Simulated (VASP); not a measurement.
Runs of VASP 6.6.1 on Ta. The structure is that of space group P6_3/mmc (No. 194), or close to it. The cells are those of the table. This isn't the form of Ta at room conditions, which is bcc.

```csv
level,potentials or basis,spin,cell,k mesh,cutoff (eV),grid for exact exchange (PRECFOCK),share of exact exchange,screening parameter,gap on the mesh (eV),pressure (GPa)
PBE-based screened hybrid with 25 % exact exchange,"VASP PAW PBE potentials, release 64 (Ta_pv)",off,"a = 2.887, b = 2.887, c = 5.124 Å, angles 90.0, 90.0, 120.0°, 2 atoms",6 × 6 × 3,520,Normal,0.25,0.3 1/Å,none,-1.1
PBE0,"VASP PAW PBE potentials, release 64 (Ta_pv)",off,"a = 2.900, b = 2.900, c = 5.166 Å, angles 90.0, 90.0, 120.0°, 2 atoms",6 × 6 × 4,520,Normal,0.25,-,none,-4.1
HSE06,"VASP PAW PBE potentials, release 64 (Ta_pv)",off,"a = 2.885, b = 2.885, c = 5.121 Å, angles 90.0, 90.0, 120.0°, 2 atoms",6 × 6 × 3,520,Normal,0.25,0.2079 1/Å,none,-1.1
PBE0,"VASP PAW PBE potentials, release 64 (Ta_sv_GW)",off,"a = 2.900, b = 2.900, c = 5.166 Å, angles 90.0, 90.0, 120.0°, 2 atoms",6 × 6 × 3,400,Normal,0.25,-,none,(a)
PBEsol,"VASP PAW PBE potentials, release 64 (Ta_sv_GW)","non-collinear, zero start, SOC","a = 2.900, b = 2.900, c = 5.166 Å, angles 90.0, 90.0, 120.0°, 2 atoms",11 × 11 × 5,500,-,-,-,-,-8.7
```

Alike in all rows: task single point; smearing fermi-dirac 0.05 eV.

Fill in the values left out.

(a) -8.0.

Caveats: some runs use coarse meshes; the PAW data sets were made with another functional, which shifts forces and pressure a little; spin-orbit coupling is left out, which moves the levels of the heavy elements (at least some runs); the cell stands under tension (at least some runs).

A k mesh can miss the band edges, and rows without SOC leave out spin-orbit coupling on Ta.

A gap of «none» marks levels without a gap at the run's occupations.

The runs don't all hold the same shells in valence.
